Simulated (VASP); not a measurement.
# Y (Fd-3m) in VASP: single point with PBE

Aim: the single point of Y with PBE.

Everything below comes from runs of VASP 6.6.1. Logs are shortened: lines on timing, memory, paths and dates and some standing lists are left out, and cuts for length are marked.

**1. The cell of the first run**

Symmetry: Fd-3m, No. 227, cubic system. The conventional cell has a = 7.089 Å, b = 7.089 Å, c = 7.089 Å, α = 90.00°, β = 90.00°, γ = 90.00°. Y (site symmetry -43m) has 4 Y at 3.07 Å within 4.0 Å.

**2. Single point, PBE**

INCAR

```
  PREC = Accurate
  ENCUT = 520
  EDIFF = 1E-6
  ISMEAR = -1
  SIGMA = 0.1
  LREAL = False
  LASPH = True
  NELM = 100
  ALGO = Normal
  ISIF = 2
  LWAVE = False
  LCHARG = True
  GGA = PE
  LELF = True
  LVHAR = True
  NBANDS = 18
```

KPOINTS

```
Automatic mesh
0
Gamma
  11 11 11
```

POSCAR

```
Y
1.0
    0.0000000000      3.5444053244      3.5444053244
    3.5444053244      0.0000000000      3.5444053244
    3.5444053244      3.5444053244      0.0000000000
Y
2
Direct
    1.0000000000      1.0000000000      1.0000000000
    0.2500000000      0.2500000000      0.2500000000
```

Potentials or basis: VASP PAW PBE potentials, release 64 (Y_sv).

On the command line:

```console
$ cat potpaw_PBE.64/Y_sv/POTCAR > POTCAR
$ mpirun -np 1 vasp_std > vasp.out
```

OUTCAR:

```text
PREC = Accurate
   ENCUT = 520
   EDIFF = 1E-6
   ISMEAR = -1
   LREAL = False
   LASPH = True
   NELM = 100
   ISIF = 2
   GGA = PE

 ion  position               nearest neighbor table
   1  0.000  0.000  0.000-   2 3.07   2 3.07   2 3.07   2 3.07
   2  0.250  0.250  0.250-   1 3.07   1 3.07   1 3.07   1 3.07

  LATTYP: Found a face centered cubic cell.
 ALAT       =     7.0888106488

  Lattice vectors:

 A1 = (   0.0000000000,   3.5444053244,   3.5444053244)
 A2 = (   3.5444053244,   0.0000000000,   3.5444053244)
 A3 = (   3.5444053244,   3.5444053244,   0.0000000000)

Analysis of symmetry for initial positions (statically):
=====================================================================
 Subroutine PRICEL returns:
 Original cell was already a primitive cell.

 Routine SETGRP: Setting up the symmetry group for a
 face centered cubic supercell.

 Subroutine GETGRP returns: Found 48 space group operations
 (whereof 24 operations were pure point group operations)
 out of a pool of 48 trial point group operations.

The static configuration has the point symmetry T_d .
 The point group associated with its full space group is O_h .

Analysis of symmetry for dynamics (positions and initial velocities):
=====================================================================
 Subroutine PRICEL returns:
 Original cell was already a primitive cell.

 Routine SETGRP: Setting up the symmetry group for a
 face centered cubic supercell.

 Subroutine GETGRP returns: Found 48 space group operations
 (whereof 24 operations were pure point group operations)
 out of a pool of 48 trial point group operations.

The dynamic configuration has the point symmetry T_d .
 The point group associated with its full space group is O_h .

 Subroutine INISYM returns: Found 48 space group operations
 (whereof 24 operations are pure point group operations),
 and found     1 'primitive' translations

----------------------------------------------------------------------------------------

                                     Primitive cell

  volume of cell :      89.0554

  direct lattice vectors                    reciprocal lattice vectors
     0.000000000  3.544405324  3.544405324    -0.141067388  0.141067388  0.141067388
     3.544405324  0.000000000  3.544405324     0.141067388 -0.141067388  0.141067388
     3.544405324  3.544405324  0.000000000     0.141067388  0.141067388 -0.141067388

  length of vectors
     5.012546080  5.012546080  5.012546080     0.244335883  0.244335883  0.244335883

  position of ions in fractional coordinates (direct lattice)
     0.000000000  0.000000000  0.000000000
     0.250000000  0.250000000  0.250000000

  ion indices of the primitive-cell ions
   primitive index   ion index
                 1           1
                 2           2

----------------------------------------------------------------------------------------

 KPOINTS: Automatic mesh

Automatic generation of k-mesh.
 Grid dimensions read from file:
 generate k-points for:   11   11   11

 Generating k-lattice:

  Cartesian coordinates                     Fractional coordinates (reciprocal lattice)
    -0.012824308  0.012824308  0.012824308     0.090909091  0.000000000  0.000000000
     0.012824308 -0.012824308  0.012824308     0.000000000  0.090909091  0.000000000
     0.012824308  0.012824308 -0.012824308     0.000000000  0.000000000  0.090909091

  Length of vectors
     0.022212353  0.022212353  0.022212353

  Shift w.r.t. Gamma in fractional coordinates (k-lattice)
     0.000000000  0.000000000  0.000000000

 Subroutine IBZKPT returns following result:
 ===========================================

 Found     56 irreducible k-points:

 Following reciprocal coordinates:
            Coordinates               Weight
  0.000000  0.000000  0.000000      1.000000
  0.090909  0.000000  0.000000      8.000000
  0.181818  0.000000  0.000000      8.000000
  0.272727  0.000000  0.000000      8.000000
  0.363636  0.000000  0.000000      8.000000
  0.454545  0.000000  0.000000      8.000000
[... 16 lines left out ...]
 -0.272727  0.181818  0.000000     24.000000
 -0.181818  0.181818  0.000000     12.000000
 [... further k-points ...]
   k-points           NKPTS =     56   k-points in BZ     NKDIM =     56   number of bands    NBANDS=     18
   number of dos      NEDOS =    301   number of ions     NIONS =      2
   total plane-waves  NPLWV =  64000
   dimension x,y,z NGX =    40 NGY =   40 NGZ =   40
   dimension x,y,z NGXF=    80 NGYF=   80 NGZF=   80
   ions per type =               2
   NGX,Y,Z   is equivalent  to a cutoff of  13.27, 13.27, 13.27 a.u.
   NGXF,Y,Z  is equivalent  to a cutoff of  26.53, 26.53, 26.53 a.u.
 SYSTEM =  unknown system
   PREC   = accura    normal or accurate (medium, high low for compatibility)
   ISTART =      0    job   : 0-new  1-cont  2-samecut
   ICHARG =      2    charge: 1-file 2-atom 10-const
   ISPIN  =      1    spin polarized calculation?
   LNONCOLLINEAR =      F non collinear calculations
   LSORBIT =      F    spin-orbit coupling
   LASPH  =      T    aspherical Exc in radial PAW
   ENCUT  =  520.0 eV  38.22 Ry    6.18 a.u.   9.32  9.32  9.32*2*pi/ulx,y,z
   NELM   =    100;   NELMIN=  2; NELMDL= -5     # of ELM steps
   EDIFF  = 0.1E-05   stopping-criterion for ELM
   LREAL  =      F    real-space projection
   EDIFFG = 0.1E-04   stopping-criterion for IOM
   NSW    =      0    number of steps for IOM
   IBRION =     -1    ionic relax: 0-MD 1-quasi-New 2-CG
   NFREE  =      0    steps in history (QN), initial steepest desc. (CG)
   ISIF   =      2    stress and relaxation
   ISYM   =      2    0-nonsym 1-usesym 2-fastsym
   POTIM  = 0.5000    time-step for ionic-motion
   TEBEG  =    0.0;   TEEND  =   0.0 temperature during run
   PSTRESS=    0.0 pullay stress
   NELECT =      22.0000    total number of electrons
   NUPDOWN=      -1.0000    fix difference up-down
   EMIN   =  10.00;   EMAX   =-10.00  energy-range for DOS
   EFERMI =   0.00;   METHOD = LEGACY
   ISMEAR =    -1;   SIGMA  =   0.10  broadening in eV -4-tet -1-fermi 0-gaus
   EFERMI_NEDOS =   21; number of points for ismear=-14 and -15
   IALGO  =     38    algorithm
   IMIX   =      4    mixing-type and parameters
     AMIX     =   0.40;   BMIX     =  1.00
     AMIX_MAG =   1.60;   BMIX_MAG =  1.00
  volume/ion in A,a.u.               =      44.53       300.49
  Fermi-wavevector in a.u.,A,eV,Ry     =   1.027217  1.941159 14.356534  1.055175
  Thomas-Fermi vector in A             =   2.161151
   LORBIT       =      0    0 simple, 1 ext, 2 COOP (PROOUT), +10 PAW based schemes
   GGA     = PE    functional components
   LHFCALC =     F    Hartree Fock is set to
   AEXX    =    0.0000 exact exchange contribution
   IVDW    =     0    specifies the selected vdW correction
   LEPSILON=     F    determine dielectric tensor
   LRPA    =     F    only Hartree local field effects (RPA)
 non-spin polarized calculation
  energy-cutoff  :      520.00
  volume of cell :       89.06
 maximum number of plane-waves:      2421
 NGX is ok and might be reduce to    40
   NGX = 19   NGY = 19   NGZ = 19

 number of electron      21.9999999 magnetization

 Free energy of the ion-electron system (eV)
  ---------------------------------------------------
  ext. energy  EPLUGINS =         0.00000000
  ---------------------------------------------------
  free energy    TOTEN  =        -8.97844325 eV

  energy without entropy =       -8.82750248  energy(sigma->0) =       -8.90297287

 E-fermi :   1.2855     XC(G=0):  -8.1115

 val. band max:        1.2839026707   @ k =   0.3636   0.2727   0.0000
 cond. band min:       1.3036393823   @ k =  -0.3636   0.4545   0.1818
 fundamental gap:      0.0197367116
 Fermi energy:         1.2854791631

 k-point     1 :       0.0000    0.0000    0.0000
  band No.  band energies     occupation
      1     -42.0407      2.00000
      2     -41.7840      2.00000
      3     -22.2224      2.00000
      4     -22.2224      2.00000
      5     -22.2224      2.00000
      6     -21.6559      2.00000
[... 10 lines left out ...]
     17       3.2437      0.00000
     18       6.1640      0.00000

 k-point     2 :       0.0909    0.0000    0.0000
  band No.  band energies     occupation
      1     -42.0368      2.00000
      2     -41.7879      2.00000
      3     -22.2280      2.00000
      4     -22.2280      2.00000
      5     -22.2219      2.00000
      6     -21.6572      2.00000
[... 10 lines left out ...]
     17       3.2305      0.00000
     18       6.1390      0.00000

 k-point     3 :       0.1818    0.0000    0.0000
  band No.  band energies     occupation
      1     -42.0259      2.00000
      2     -41.7992      2.00000
      3     -22.2425      2.00000
      4     -22.2425      2.00000
      5     -22.2207      2.00000
      6     -21.6607      2.00000
[... 10 lines left out ...]
     17       3.2413      0.00000
     18       6.0563      0.00000

 k-point     4 :       0.2727    0.0000    0.0000
  band No.  band energies     occupation
      1     -42.0097      2.00000
      2     -41.8157      2.00000
      3     -22.2605      2.00000
      4     -22.2605      2.00000
      5     -22.2195      2.00000
      6     -21.6647      2.00000
[... 10 lines left out ...]
     17       3.3995      0.00000
     18       5.8951      0.00000

 k-point     5 :       0.3636    0.0000    0.0000
  band No.  band energies     occupation
      1     -41.9919      2.00000
      2     -41.8339      2.00000
      3     -22.2761      2.00000
      4     -22.2761      2.00000
      5     -22.2189      2.00000
      6     -21.6679      2.00000
[... 10 lines left out ...]
     17       3.7183      0.00000
     18       5.6463      0.00000

 k-point     6 :       0.4545    0.0000    0.0000
  band No.  band energies     occupation
      1     -41.9791      2.00000
      2     -41.8470      2.00000
      3     -22.2850      2.00000
      4     -22.2850      2.00000
      5     -22.2187      2.00000
      6     -21.6696      2.00000
[... 10 lines left out ...]
     17       4.0215      0.00000
     18       5.4213      0.00000

 k-point     7 :       0.0909    0.0909    0.0000
  band No.  band energies     occupation
      1     -42.0355      2.00000
      2     -41.7893      2.00000
      3     -22.2347      2.00000
      4     -22.2347      2.00000
      5     -22.2114      2.00000
      6     -21.6683      2.00000
[... 10 lines left out ...]
     17       3.2431      0.00000
     18       6.0135      0.00000

 k-point     8 :       0.1818    0.0909    0.0000
  band No.  band energies     occupation
      1     -42.0269      2.00000
      2     -41.7982      2.00000
      3     -22.2499      2.00000
      4     -22.2492      2.00000
      5     -22.2022      2.00000
      6     -21.6792      2.00000
[... 10 lines left out ...]
     17       3.2658      0.00000
     18       5.8450      0.00000
[... 229 lines left out ...]
     17       3.6996      0.00000
     18       5.0707      0.00000

 k-point    20 :       0.4545    0.1818    0.0000
  band No.  band energies     occupation
      1     -41.9734      2.00000
      2     -41.8527      2.00000
      3     -22.3266      2.00000
      4     -22.3059      2.00000
      5     -22.1302      2.00000
      6     -21.7566      2.00000
[... 10 lines left out ...]
     17       3.9347      0.00000
     18       5.0215      0.00000

 k-point    21 :      -0.4545    0.1818    0.0000
  band No.  band energies     occupation
      1     -41.9640      2.00000
      2     -41.8623      2.00000
      3     -22.3382      2.00000
      4     -22.3043      2.00000
      5     -22.1276      2.00000
      6     -21.7587      2.00000
[... 10 lines left out ...]
     17       3.7737      0.00000
     18       5.1593      0.00000

 k-point    22 :      -0.3636    0.1818    0.0000
  band No.  band energies     occupation
      1     -41.9698      2.00000
      2     -41.8564      2.00000
      3     -22.3381      2.00000
      4     -22.2940      2.00000
      5     -22.1373      2.00000
      6     -21.7482      2.00000
[... 10 lines left out ...]
     17       3.9995      0.00000
     18       4.6863      0.00000

 k-point    23 :      -0.2727    0.1818    0.0000
  band No.  band energies     occupation
      1     -41.9859      2.00000
      2     -41.8400      2.00000
      3     -22.3250      2.00000
      4     -22.2775      2.00000
      5     -22.1571      2.00000
      6     -21.7275      2.00000
[... 10 lines left out ...]
     17       3.7594      0.00000
     18       4.8658      0.00000

 k-point    24 :      -0.1818    0.1818    0.0000
  band No.  band energies     occupation
      1     -42.0036      2.00000
      2     -41.8220      2.00000
      3     -22.3008      2.00000
      4     -22.2597      2.00000
      5     -22.1817      2.00000
      6     -21.7018      2.00000
[... 10 lines left out ...]
     17       3.4447      0.00000
     18       5.3074      0.00000

 [... further k-points ...]
[... 5 lines left out ...]
  --------------------------------------------------------------------------------------
  -------------------------------------------------------------------------------------
  Total        0.0341334      0.0341334      0.0341334      0.0000000      0.0000000     -0.0000000
  in kB        0.6140873      0.6140873      0.6140873      0.0000000      0.0000000     -0.0000000
  external PRESSURE =       0.6140873 kB  Pullay stress =       0.0000000 kB

 VOLUME and BASIS-vectors are now :
 -----------------------------------------------------------------------------
  energy-cutoff  :      520.00
  volume of cell :       89.06
      direct lattice vectors                 reciprocal lattice vectors
     0.000000000  3.544405324  3.544405324    -0.141067388  0.141067388  0.141067388
     3.544405324  0.000000000  3.544405324     0.141067388 -0.141067388  0.141067388
     3.544405324  3.544405324  0.000000000     0.141067388  0.141067388 -0.141067388

 POSITION                                       TOTAL-FORCE (eV/Angst)
 -----------------------------------------------------------------------------------
      0.00000      0.00000      0.00000        -0.000000      0.000000      0.000000
      1.77220      1.77220      1.77220         0.000000     -0.000000     -0.000000
 -----------------------------------------------------------------------------------
    total drift:                               -0.000000     -0.000000      0.000000

  FREE ENERGIE OF THE ION-ELECTRON SYSTEM (eV)
  ---------------------------------------------------
  free  energy   TOTEN  =        -8.9784432490 eV

  energy  without entropy=       -8.8275024820  energy(sigma->0) =       -8.90297287
```

Run time: 92 s. Hardware: 1 thread of Intel Xeon Platinum 8488C (Sapphire Rapids), shared host; peak memory 0.28 GiB.

What came out:

| Item | Value |
| --- | --- |
| Free energy | -8.9784 eV |
| Pressure | 0.1 GPa |
| Band gap on the k mesh | zero (band 11 reaches 1.64 eV, above the bottom of band 12 at 1.08 eV) |
